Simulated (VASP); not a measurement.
Input of a VASP 6.6.1 run:

Contents of POSCAR:

```
Ga2SbP
1.0
    4.0926218747      0.0000000000      0.0000000000
    0.0000000000      4.0926218747      0.0000000000
    0.0000000000      0.0000000000      5.8034925813
P Ga Sb
1 2 1
Direct
    0.0000000000      0.0000000000      0.0000000000
    0.0000000000      0.5000000000      0.7759653733
    0.5000000000      0.0000000000      0.2240346267
    0.5000000000      0.5000000000      0.5000000000
```

INCAR.step1

```
SYSTEM = Ga2SbP
PREC     = Accurate       ! precision mode
ENCUT    = 520            ! plane-wave cutoff, eV
EDIFF    = 1E-5           ! SCF threshold, eV
ISMEAR   = -1             ! smearing method
SIGMA    = 0.02           ! smearing width, eV
LREAL    = .FALSE.        ! projectors in reciprocal space
LASPH    = .TRUE.         ! aspherical terms in the spheres
NELM     = 80             ! most SCF steps
ALGO     = Normal         ! electronic algorithm
ISIF     = 2              ! what is computed and relaxed
LWAVE    = .TRUE.         ! write WAVECAR
LCHARG   = .FALSE.        ! write CHGCAR
GGA      = PE             ! functional
NBANDS   = 26             ! bands
```

Contents of INCAR.step2:

```
SYSTEM = Ga2SbP
PREC     = Accurate       ! precision mode
ENCUT    = 520            ! plane-wave cutoff, eV
EDIFF    = 1E-7           ! SCF threshold, eV
ISMEAR   = -1             ! smearing method
SIGMA    = 0.02           ! smearing width, eV
LREAL    = .FALSE.        ! projectors in reciprocal space
LASPH    = .TRUE.         ! aspherical terms in the spheres
NELM     = 80             ! most SCF steps
ALGO     = Normal         ! electronic algorithm
ISIF     = 2              ! what is computed and relaxed
LWAVE    = .FALSE.        ! write WAVECAR
LCHARG   = .FALSE.        ! write CHGCAR
GGA      = PE             ! functional
LHFCALC  = .TRUE.         ! exact exchange
HFSCREEN = 0.2079         ! screening, 1/A
PRECFOCK = Normal       
ISTART   = 1            
NBANDS   = 26             ! bands
```

File KPOINTS:

```
regular mesh
0
G
  4 4 2
  0 0 0
```

Potentials or basis: VASP PAW PBE potentials, release 64 (P, Ga_d, Sb).

Run with:

```console
$ cat potpaw_PBE.64/P/POTCAR potpaw_PBE.64/Ga_d/POTCAR potpaw_PBE.64/Sb/POTCAR > POTCAR
$ cp INCAR.step1 INCAR
$ mpirun -np 1 vasp_std > vasp.out
$ cp INCAR.step2 INCAR
$ mpirun -np 1 vasp_std > vasp.out
```

(1) Predict the band gap on the k mesh.

(2) Predict the largest force.

(3) What does it give for the pressure?

Results:

(1) 0.88 eV.

(2) 0.063 eV/Å.

(3) 0.0 GPa.

Caveat: the k points lie up to 0.54 Å⁻¹ apart; the PAW data sets were made with another functional, which shifts forces and pressure a little; spin-orbit coupling is left out, which moves the levels of the heavy elements.
